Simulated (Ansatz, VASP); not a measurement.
One calculation of Sb2Pt, two programs

```
Sb Pt
1.0
     6.50347    0.00000    0.00000
     0.00000    6.50347    0.00000
     0.00000    0.00000    6.50347
Sb Pt
8 4
Direct
  0.37553 0.37553 0.37553
  0.12447 0.62447 0.87553
  0.87553 0.12447 0.62447
  0.62447 0.87553 0.12447
  0.62447 0.62447 0.62447
  0.87553 0.37553 0.12447
  0.12447 0.87553 0.37553
  0.37553 0.12447 0.87553
  0.00000 0.00000 0.00000
  0.50000 0.00000 0.50000
  0.50000 0.50000 0.00000
  0.00000 0.50000 0.50000
```

Alike in both runs: functional r2SCAN; k mesh 6 × 6 × 6; occupations gaussian, width 0.01 eV; no spin polarisation.

Ansatz relaxed the structure, and its values are those at the end. VASP's run is a single point on that final structure, the one shown.

|  | VASP | Ansatz |
| --- | --- | --- |
| version | VASP 6.6.1 | Ansatz 0.2.0 |
| potentials or method | VASP PAW PBE potentials, release 64 (Sb, Pt), cutoff 520 eV | scalar-relativistic, plane waves, PAW |
| valence electrons in the cell | 80 | 192 |

|  | VASP | Ansatz | Ansatz less VASP |
| --- | --- | --- | --- |
| gap on the k mesh at the Fermi level (eV) | 0.02 | 0.02 | +0.005 |
| least direct gap on the mesh (eV) | 0.23 | 0.23 | -0.001 |
| pressure (GPa) | -0.1 | 0.0 | +0.13 |
| rms of the force components (eV/Å) | 0.014 | 0.000 | -0.0139 |

VASP's potentials were made for PBE, not for r2SCAN. VASP's potentials hold 80 valence electrons a cell and Ansatz's 192, so a difference there can come from the potentials and not from the codes.

Spin-orbit coupling is off throughout.
